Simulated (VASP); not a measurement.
Here is a VASP 6.6.1 calculation.

File INCAR:

```
  PREC = Accurate
  ENCUT = 520
  EDIFF = 1E-6
  ISMEAR = 0
  SIGMA = 0.05
  LREAL = False
  LASPH = True
  NELM = 150
  ALGO = Normal
  ISIF = 2
  LWAVE = False
  LCHARG = False
  ISPIN = 2
  MAGMOM = 0 0 0 0 0 0 0 0 2
  LORBIT = 11
  LDIPOL = True
  IDIPOL = 3
  DIPOL = 0.5 0.5 0.311
  GGA = PE
  IVDW = 12
  NBANDS = 33
```

File KPOINTS:

```
Automatic mesh
0
Gamma
  7 4 1
```

POSCAR

```
Si8O
1.0
    3.8155170209      0.0000000000      0.0000000000
    0.0000000000      6.3129357835      0.0000000000
    0.0000000000      0.0000000000     21.3318711348
Si O
8 1
Direct
    0.0000000000      0.9369021389      0.1875128522
    0.0000000000      0.5630978611      0.1875128522
    0.5000000000      0.4369021389      0.2391466205
    0.5000000000      0.0630978611      0.2391466205
    0.5000000000      0.9332664455      0.3430438269
    0.5000000000      0.5667335545      0.3430438269
    0.0000000000      0.4266292811      0.3858954089
    0.0000000000      0.0733707189      0.3858954089
    0.3333333333      0.9266292811      0.4890274777
```

Potentials or basis: VASP PAW PBE potentials, release 64 (Si, O).

Command:

```console
$ cat potpaw_PBE.64/Si/POTCAR potpaw_PBE.64/O/POTCAR > POTCAR
$ mpirun -np 1 vasp_std > vasp.out
```

(1) Predict the net moment.

(2) What does it give for the site moments?

(3) Predict the dispersion energy per atom.

(4) Predict the largest force.

Results:

(1) 1.47 μB per cell.

(2) Si +0.01, -0.03, -0.00, -0.01, +0.08, -0.04 (each value once); O +1.10 μB.

(3) -0.242 eV.

(4) 1.861 eV/Å.
